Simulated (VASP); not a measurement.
Runs of VASP 6.6.1 on Hf. The structure is that of space group R-3m (No. 166), or close to it. The cells are those of the table. 

```csv
cell,further INCAR settings,gap on the mesh (eV),pressure (GPa)
"a = 2.937 Å, angles 101.6°, 1 atom",ALGO = Fast; EDIFF = 1e-07; NBANDS = 11,none,-6.2
"a = 3.407 Å, angles 114.3°, 1 atom",ALGO = Fast; EDIFF = 1e-07; NBANDS = 11,none,-2.4
"a = 2.881 Å, angles 95.9°, 1 atom",ALGO = Fast; EDIFF = 1e-07; NBANDS = 11,none,(a)
"a = 3.013 Å, angles 105.7°, 1 atom",ALGO = Fast; EDIFF = 1e-07; NBANDS = 11,none,-8.2
"a = 3.771 Å, angles 117.0°, 1 atom",ALGO = Fast; EDIFF = 1e-06; NBANDS = 11,none,54.0
"a = 3.249 Å, angles 112.1°, 1 atom",ALGO = Fast; EDIFF = 1e-06; NBANDS = 11,none,(b)
"a = 3.572 Å, angles 115.8°, 1 atom",ALGO = Fast; EDIFF = 1e-06; NBANDS = 11,none,15.1
```

Alike in all rows: task single point; level PBEsol; potentials or basis VASP PAW PBE potentials, release 64 (Hf_pv); no spin polarisation; k mesh 20 × 20 × 20; cutoff (eV) 520; smearing gaussian 0.15 eV.

Problem. Fill in the values left out.

Solution. (a) -1.9; (b) -8.3.

Caveats: the PAW data sets were made with another functional, which shifts forces and pressure a little; spin-orbit coupling is left out, which moves the levels of the heavy elements.

A k mesh can miss the band edges, and the runs leave out spin-orbit coupling on Hf.

A gap of «none» marks levels without a gap at the run's occupations.
